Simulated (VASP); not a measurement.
# Ga (P6_3/mmc) in VASP: further runs

The runs below take Ga through single point, relaxation of cell and atoms, with LDA.

Program: VASP 6.6.1. These are calculated values, not measurements. Logs are shortened: lines on timing, memory, paths and dates and some standing lists are left out, and cuts for length are marked.

## (1) The cell of the first run

The structure is hexagonal, space group P6_3/mmc (No. 194). Conventional cell: a = 3.047 Å, b = 3.047 Å, c = 4.810 Å, α = 90.00°, β = 90.00°, γ = 120.00°. Ga (site symmetry -6m2) has 12 Ga at 2.98 to 3.05 Å within 3.9 Å.

This isn't the form of Ga at room conditions, which is orthorhombic.

## (2) Single point, LDA (19.33 Å³/atom)

INCAR

```
SYSTEM = Ga
ALGO = Normal
EDIFF = 1E-6
ENCUT = 520
ISIF = 2
ISMEAR = -1
LASPH = .True.
LCHARG = .False.
LREAL = .False.
LWAVE = .False.
NBANDS = 20
NELM = 80
PREC = Accurate
SIGMA = 0.1
```

KPOINTS

```
k-points
0
Gamma
  14 14 8
  0 0 0
```

POSCAR

```
Ga
1.0
    3.0466136617      0.0000000000      0.0000000000
   -1.5233068309      2.6384448265      0.0000000000
    0.0000000000      0.0000000000      4.8098783757
Ga
2
Direct
    0.3333333333      0.6666666667      0.2500000000
    0.6666666667      0.3333333333      0.7500000000
```

Potentials or basis: VASP PAW LDA potentials, release 64 (Ga_d).

Command:

```
> cat potpaw_LDA.64/Ga_d/POTCAR > POTCAR
> mpirun -np 1 vasp_std > vasp.out
```

OUTCAR:

```text
SYSTEM = Ga
   EDIFF = 1E-6
   ENCUT = 520
   ISIF = 2
   ISMEAR = -1
   LASPH = .True.
   LREAL = .False.
   NELM = 80
   PREC = Accurate

 ion  position               nearest neighbor table
   1  0.333  0.667  0.250-
   2  0.667  0.333  0.750-

  LATTYP: Found a hexagonal cell.
 ALAT       =     3.0466136617
 C/A-ratio  =     1.5787621634

  Lattice vectors:

 A1 = (   3.0466136617,   0.0000000000,   0.0000000000)
 A2 = (  -1.5233068309,   2.6384448265,   0.0000000000)
 A3 = (   0.0000000000,   0.0000000000,   4.8098783757)

Analysis of symmetry for initial positions (statically):
=====================================================================
 Subroutine PRICEL returns:
 Original cell was already a primitive cell.

 Routine SETGRP: Setting up the symmetry group for a
 hexagonal supercell.

 Subroutine GETGRP returns: Found 24 space group operations
 (whereof 12 operations were pure point group operations)
 out of a pool of 24 trial point group operations.

The static configuration has the point symmetry D_3d.
 The point group associated with its full space group is D_6h.

Analysis of symmetry for dynamics (positions and initial velocities):
=====================================================================
 Subroutine PRICEL returns:
 Original cell was already a primitive cell.

 Routine SETGRP: Setting up the symmetry group for a
 hexagonal supercell.

 Subroutine GETGRP returns: Found 24 space group operations
 (whereof 12 operations were pure point group operations)
 out of a pool of 24 trial point group operations.

The dynamic configuration has the point symmetry D_3d.
 The point group associated with its full space group is D_6h.

 Subroutine INISYM returns: Found 24 space group operations
 (whereof 12 operations are pure point group operations),
 and found     1 'primitive' translations

----------------------------------------------------------------------------------------

                                     Primitive cell

  volume of cell :      38.6634

  direct lattice vectors                    reciprocal lattice vectors
     3.046613662  0.000000000  0.000000000     0.328233282  0.189505574  0.000000000
    -1.523306831  2.638444826  0.000000000     0.000000000  0.379011147  0.000000000
     0.000000000  0.000000000  4.809878376     0.000000000  0.000000000  0.207905465

  length of vectors
     3.046613662  3.046613662  4.809878376     0.379011147  0.379011147  0.207905465

  position of ions in fractional coordinates (direct lattice)
     0.333333333  0.666666667  0.250000000
     0.666666667  0.333333333  0.750000000

  ion indices of the primitive-cell ions
   primitive index   ion index
                 1           1
                 2           2

----------------------------------------------------------------------------------------

 KPOINTS: k-points

Automatic generation of k-mesh.
 Grid dimensions read from file:
 generate k-points for:   14   14    8

 Generating k-lattice:

  Cartesian coordinates                     Fractional coordinates (reciprocal lattice)
     0.023445234  0.013536112  0.000000000     0.071428571  0.000000000  0.000000000
     0.000000000  0.027072225  0.000000000     0.000000000  0.071428571  0.000000000
     0.000000000  0.000000000  0.025988183     0.000000000  0.000000000  0.125000000

  Length of vectors
     0.027072225  0.027072225  0.025988183

  Shift w.r.t. Gamma in fractional coordinates (k-lattice)
     0.000000000  0.000000000  0.000000000

 Subroutine IBZKPT returns following result:
 ===========================================

 Found    120 irreducible k-points:

 Following reciprocal coordinates:
            Coordinates               Weight
  0.000000  0.000000  0.000000      1.000000
  0.071429  0.000000  0.000000      6.000000
  0.142857 -0.000000  0.000000      6.000000
  0.214286 -0.000000  0.000000      6.000000
  0.285714 -0.000000  0.000000      6.000000
  0.357143 -0.000000  0.000000      6.000000
[... 16 lines left out ...]
  0.285714  0.285714  0.000000      6.000000
  0.357143  0.285714  0.000000      6.000000
 [... further k-points ...]
   k-points           NKPTS =    120   k-points in BZ     NKDIM =    120   number of bands    NBANDS=     20
   number of dos      NEDOS =    301   number of ions     NIONS =      2
   total plane-waves  NPLWV =  20736
   dimension x,y,z NGX =    24 NGY =   24 NGZ =   36
   dimension x,y,z NGXF=    48 NGYF=   48 NGZF=   72
   ions per type =               2
   NGX,Y,Z   is equivalent  to a cutoff of  13.10, 13.10, 12.44 a.u.
   NGXF,Y,Z  is equivalent  to a cutoff of  26.19, 26.19, 24.89 a.u.
 SYSTEM =  Ga
   PREC   = accura    normal or accurate (medium, high low for compatibility)
   ISTART =      0    job   : 0-new  1-cont  2-samecut
   ICHARG =      2    charge: 1-file 2-atom 10-const
   ISPIN  =      1    spin polarized calculation?
   LNONCOLLINEAR =      F non collinear calculations
   LSORBIT =      F    spin-orbit coupling
   LASPH  =      T    aspherical Exc in radial PAW
   ENCUT  =  520.0 eV  38.22 Ry    6.18 a.u.   5.66  5.66  8.94*2*pi/ulx,y,z
   NELM   =     80;   NELMIN=  2; NELMDL= -5     # of ELM steps
   EDIFF  = 0.1E-05   stopping-criterion for ELM
   LREAL  =      F    real-space projection
   EDIFFG = 0.1E-04   stopping-criterion for IOM
   NSW    =      0    number of steps for IOM
   IBRION =     -1    ionic relax: 0-MD 1-quasi-New 2-CG
   NFREE  =      0    steps in history (QN), initial steepest desc. (CG)
   ISIF   =      2    stress and relaxation
   ISYM   =      2    0-nonsym 1-usesym 2-fastsym
   POTIM  = 0.5000    time-step for ionic-motion
   TEBEG  =    0.0;   TEEND  =   0.0 temperature during run
   PSTRESS=    0.0 pullay stress
   NELECT =      26.0000    total number of electrons
   NUPDOWN=      -1.0000    fix difference up-down
   EMIN   =  10.00;   EMAX   =-10.00  energy-range for DOS
   EFERMI =   0.00;   METHOD = LEGACY
   ISMEAR =    -1;   SIGMA  =   0.10  broadening in eV -4-tet -1-fermi 0-gaus
   EFERMI_NEDOS =   21; number of points for ismear=-14 and -15
   IALGO  =     38    algorithm
   IMIX   =      4    mixing-type and parameters
     AMIX     =   0.40;   BMIX     =  1.00
     AMIX_MAG =   1.60;   BMIX_MAG =  1.00
  volume/ion in A,a.u.               =      19.33       130.46
  Fermi-wavevector in a.u.,A,eV,Ry     =   1.434276  2.710389 27.989199  2.057148
  Thomas-Fermi vector in A             =   2.553702
   LORBIT       =      0    0 simple, 1 ext, 2 COOP (PROOUT), +10 PAW based schemes
   GGA     = CA    functional components
   LHFCALC =     F    Hartree Fock is set to
   AEXX    =    0.0000 exact exchange contribution
   IVDW    =     0    specifies the selected vdW correction
   LEPSILON=     F    determine dielectric tensor
   LRPA    =     F    only Hartree local field effects (RPA)
 non-spin polarized calculation
  energy-cutoff  :      520.00
  volume of cell :       38.66
 maximum number of plane-waves:      1085
 NGX is ok and might be reduce to    24
   NGX = 11   NGY = 11   NGZ = 17

 number of electron      25.9999998 magnetization

 Free energy of the ion-electron system (eV)
  ---------------------------------------------------
  ext. energy  EPLUGINS =         0.00000000
  ---------------------------------------------------
  free energy    TOTEN  =        -7.02711678 eV

  energy without entropy =       -6.99967510  energy(sigma->0) =       -7.01339594

 E-fermi :   5.0977     XC(G=0): -11.2054

 val. band max:        5.0777836014   @ k =   0.3571  -0.0000   0.5000
 cond. band min:       5.1094056388   @ k =   0.3571   0.0714   0.3750
 fundamental gap:      0.0316220375
 Fermi energy:         5.0977205355

 k-point     1 :       0.0000    0.0000    0.0000
  band No.  band energies     occupation
      1      -9.9433      2.00000
      2      -9.8616      2.00000
      3      -9.8616      2.00000
      4      -9.8602      2.00000
      5      -9.8387      2.00000
      6      -9.8387      2.00000
[... 12 lines left out ...]
     19      18.2606      0.00000
     20      18.8847      0.00000

 k-point     2 :       0.0714    0.0000    0.0000
  band No.  band energies     occupation
      1      -9.9382      2.00000
      2      -9.8761      2.00000
      3      -9.8528      2.00000
      4      -9.8440      2.00000
      5      -9.8380      2.00000
      6      -9.8305      2.00000
[... 12 lines left out ...]
     19      18.5696      0.00000
     20      19.1655      0.00000

 k-point     3 :       0.1429   -0.0000    0.0000
  band No.  band energies     occupation
      1      -9.9339      2.00000
      2      -9.8836      2.00000
      3      -9.8403      2.00000
      4      -9.8369      2.00000
      5      -9.8325      2.00000
      6      -9.8280      2.00000
[... 12 lines left out ...]
     19      16.8854      0.00000
     20      20.1346      0.00000

 k-point     4 :       0.2143   -0.0000    0.0000
  band No.  band energies     occupation
      1      -9.9488      2.00000
      2      -9.8770      2.00000
      3      -9.8613      2.00000
      4      -9.8474      2.00000
      5      -9.8367      2.00000
      6      -9.7921      2.00000
[... 12 lines left out ...]
     19      16.1654      0.00000
     20      19.2594      0.00000

 k-point     5 :       0.2857   -0.0000    0.0000
  band No.  band energies     occupation
      1      -9.9729      2.00000
      2      -9.8921      2.00000
      3      -9.8796      2.00000
      4      -9.8628      2.00000
      5      -9.8191      2.00000
      6      -9.7538      2.00000
[... 12 lines left out ...]
     19      15.5630      0.00000
     20      18.6162      0.00000
[... 353 lines left out ...]
      6      -9.7822      2.00000
[... 12 lines left out ...]
     19      13.3521      0.00000
     20      19.3357      0.00000

 k-point    22 :       0.3571    0.2143    0.0000
  band No.  band energies     occupation
      1      -9.9704      2.00000
      2      -9.9340      2.00000
      3      -9.8629      2.00000
      4      -9.8605      2.00000
      5      -9.8041      2.00000
      6      -9.7761      2.00000
[... 12 lines left out ...]
     19      12.9669      0.00000
     20      19.1694      0.00000

 k-point    23 :       0.2857    0.2857    0.0000
  band No.  band energies     occupation
      1      -9.9729      2.00000
      2      -9.8892      2.00000
      3      -9.8850      2.00000
      4      -9.8532      2.00000
      5      -9.8100      2.00000
      6      -9.7823      2.00000
[... 12 lines left out ...]
     19      12.2717      0.00000
     20      21.6998      0.00000

 k-point    24 :       0.3571    0.2857    0.0000
  band No.  band energies     occupation
      1      -9.9784      2.00000
      2      -9.8888      2.00000
      3      -9.8600      2.00000
      4      -9.8440      2.00000
      5      -9.8215      2.00000
      6      -9.8052      2.00000
[... 12 lines left out ...]
     19      11.9161      0.00000
     20      21.8818      0.00000

 [... further k-points ...]

------------------------ aborting loop because EDIFF is reached ----------------------------------------

  FORCE on cell =-STRESS in cart. coord.  units (eV):
  Direction    XX          YY          ZZ          XY          YZ          ZX
  --------------------------------------------------------------------------------------
  -------------------------------------------------------------------------------------
  Total       -1.2975922     -1.2975922     -1.2511423      0.0000000      0.0000000      0.0000000
  in kB      -53.7711476    -53.7711476    -51.8463020      0.0000000      0.0000000      0.0000000
  external PRESSURE =     -53.1295324 kB  Pullay stress =       0.0000000 kB

 VOLUME and BASIS-vectors are now :
 -----------------------------------------------------------------------------
  energy-cutoff  :      520.00
  volume of cell :       38.66
      direct lattice vectors                 reciprocal lattice vectors
     3.046613662  0.000000000  0.000000000     0.328233282  0.189505574  0.000000000
    -1.523306831  2.638444826  0.000000000     0.000000000  0.379011147  0.000000000
     0.000000000  0.000000000  4.809878376     0.000000000  0.000000000  0.207905465

 POSITION                                       TOTAL-FORCE (eV/Angst)
 -----------------------------------------------------------------------------------
     -0.00000      1.75896      1.20247        -0.000000     -0.000000      0.000000
      1.52331      0.87948      3.60741         0.000000      0.000000      0.000000
 -----------------------------------------------------------------------------------
    total drift:                               -0.000000      0.000000      0.000000

  FREE ENERGIE OF THE ION-ELECTRON SYSTEM (eV)
  ---------------------------------------------------
  free  energy   TOTEN  =        -7.0271167844 eV

  energy  without entropy=       -6.9996751050  energy(sigma->0) =       -7.01339594
```

Wall time 68 s (1 thread of Intel Xeon 8259CL, shared host); peak memory 0.19 GiB.

What came out:

```
Free energy            : -7.0271 eV
Pressure               : -5.3 GPa
Band gap on the k mesh : zero (bands 13 and 14 overlap by 7.59 eV)
```

Stress tensor (GPa, compression positive):
```
-5.38  0.00  0.00
 0.00 -5.38  0.00
 0.00  0.00 -5.18
```

Caveat: the cell stands under tension.

## (3) Relaxation of cell and atoms, LDA

This run uses another cell than the first one, of 19.59 Å³/atom.

INCAR

```
SYSTEM = Ga
PREC = Accurate
ENCUT = 600
EDIFF = 1E-6
ISMEAR = -1
SIGMA = 0.1
LREAL = .FALSE.
LASPH = .TRUE.
NELM = 60
ALGO = Normal
ISIF = 3
LWAVE = .FALSE.
LCHARG = .FALSE.
GGA = CA
IBRION = 2
NSW = 80
EDIFFG = -0.01
```

KPOINTS

```
regular mesh
0
G
  12 12 7
  0 0 0
```

POSCAR

```
Ga
1.0
    3.0261186087      0.0000000000      0.0000000000
   -1.5130593044      2.6206955900      0.0000000000
    0.0000000000      0.0000000000      4.9416516880
Ga
2
Direct
    0.3333333333      0.6666666667      0.2500000000
    0.6666666667      0.3333333333      0.7500000000
```

Potentials or basis: VASP PAW LDA potentials, release 64 (Ga_d).

Command:

```
> cat potpaw_LDA.64/Ga_d/POTCAR > POTCAR
> mpirun -np 1 vasp_std > vasp.out
```

It took 3.1 min on 1 thread of Intel Xeon 8259CL, shared host; peak memory 0.18 GiB.

Results (log left out):

- Free energy: -7.1145 eV
- Relaxed volume: 17.28 Å³/atom
- Relaxed cell: a = 2.932 Å, b = 2.932 Å, c = 4.641 Å, α = 90.00°, β = 90.00°, γ = 120.00°
- Space group after relaxing (to 0.1 Å): P6_3/mmc (No. 194)
- Energy gained by relaxing: 51.0 meV/atom
- Ionic steps: 6
- Pressure after relaxing: 0.1 GPa
- Band gap on the k mesh: zero (bands 13 and 14 overlap by 6.69 eV)

Step by step:
```csv
step,energy change (eV),largest force (eV/Å),pressure (GPa),volume (Å³)
1,0.0000,0.0000,-6.04,39.19
2,-0.0975,0.0000,-1.14,35.15
3,-0.0997,0.0000,0.20,34.47
4,-0.0997,0.0000,-0.09,34.56
5,-0.1006,0.0000,-0.04,34.56
6,-0.1021,0.0000,0.05,34.56
```

Final structure:
```cif
data_structure
_symmetry_space_group_name_H-M 'P 1'
_symmetry_Int_Tables_number 1
_cell_length_a 2.9324
_cell_length_b 2.9324
_cell_length_c 4.6411
_cell_angle_alpha 90.000
_cell_angle_beta 90.000
_cell_angle_gamma 120.000
_cell_volume 34.56
loop_
_atom_site_label
_atom_site_type_symbol
_atom_site_fract_x
_atom_site_fract_y
_atom_site_fract_z
_atom_site_occupancy
Ga1 Ga 0.33333 0.66667 0.25000 1
Ga2 Ga 0.66667 0.33333 0.75000 1
```

Levels at points of the mesh, in eV from the Fermi level:
```tsv
k point	band 9	band 10	band 11	band 12	band 13	band 14	band 15	band 16	band 17
(0.00, 0.00, 0.00)	-14.81	-14.81	-11.75	-4.67	-4.22	9.79	9.79	11.97	11.97
(0.50, 0.00, 0.00)	-14.79	-14.79	-6.03	-5.30	0.90	0.93	1.02	3.31	4.79
```

## (4) Single point, LDA

This run uses another cell than the first one, of 17.26 Å³/atom.

INCAR

```
ALGO = Normal ; EDIFF = 1E-7
ENCUT = 520 ; ISIF = 2
ISMEAR = -1 ; LASPH = True
LCHARG = True ; LELF = True
LREAL = False ; LVHAR = True
LWAVE = False ; NBANDS = 20
NELM = 60 ; PREC = Accurate
SIGMA = 0.1
```

KPOINTS

```
k-points
0
Gamma
  20 20 11
```

POSCAR

```
Ga
1.0
    2.9336707967      0.0000000000      0.0000000000
   -1.4668353984      2.5406334363      0.0000000000
    0.0000000000      0.0000000000      4.6315684538
Ga
2
Direct
    0.3333333333      0.6666666667      0.2500000000
    0.6666666667      0.3333333333      0.7500000000
```

Command:

```
> cat potpaw_LDA.64/Ga_d/POTCAR > POTCAR
> mpirun -np 1 vasp_std > vasp.out
```

Wall time 2.5 min (1 thread of Intel Xeon 8259CL, shared host); peak memory 0.25 GiB.

It converged, with:

```yaml
Free_energy: -7.1046 eV
Pressure: 0.2 GPa
Band_gap_on_the_k_mesh: zero (bands 13 and 14 overlap by 7.40 eV)
```

Stress tensor (GPa, compression positive):
```
-0.14  0.00  0.00
 0.00 -0.14  0.00
 0.00  0.00  0.88
```

Levels at points of the mesh, in eV from the Fermi level:
| k point | band 10 | band 11 | band 12 | band 13 | band 14 | band 15 | band 16 | band 17 |
| --- | --- | --- | --- | --- | --- | --- | --- | --- |
| (0.00, 0.00, 0.00) | -14.83 | -11.78 | -4.66 | -4.23 | 9.74 | 9.74 | 11.93 | 11.93 |
| (0.50, 0.00, 0.00) | -14.80 | -6.07 | -5.33 | 0.91 | 0.93 | 1.00 | 3.30 | 4.75 |

## (5) The runs side by side

```tsv
task	cell	k mesh	cutoff (eV)	gap on the mesh (eV)	pressure (GPa)
single point	a = 3.047, b = 3.047, c = 4.810 Å, angles 90.0, 90.0, 120.0°, 2 atoms	14 × 14 × 8	520	none	-5.3
relaxation of cell and atoms	relaxed from a = 3.026, b = 3.026, c = 4.942 Å, angles 90.0, 90.0, 120.0°, 2 atoms	12 × 12 × 7	600	none	0.1
single point	a = 2.934, b = 2.934, c = 4.632 Å, angles 90.0, 90.0, 120.0°, 2 atoms	20 × 20 × 11	520	none	0.2
```

Alike in all rows: level LDA; potentials or basis VASP PAW LDA potentials, release 64 (Ga_d); no spin polarisation; smearing fermi-dirac 0.1 eV.

Caveats: the cell stands under tension (at least some runs).

Total energies depend on the potentials used, so only differences within one code and one set of settings carry meaning.
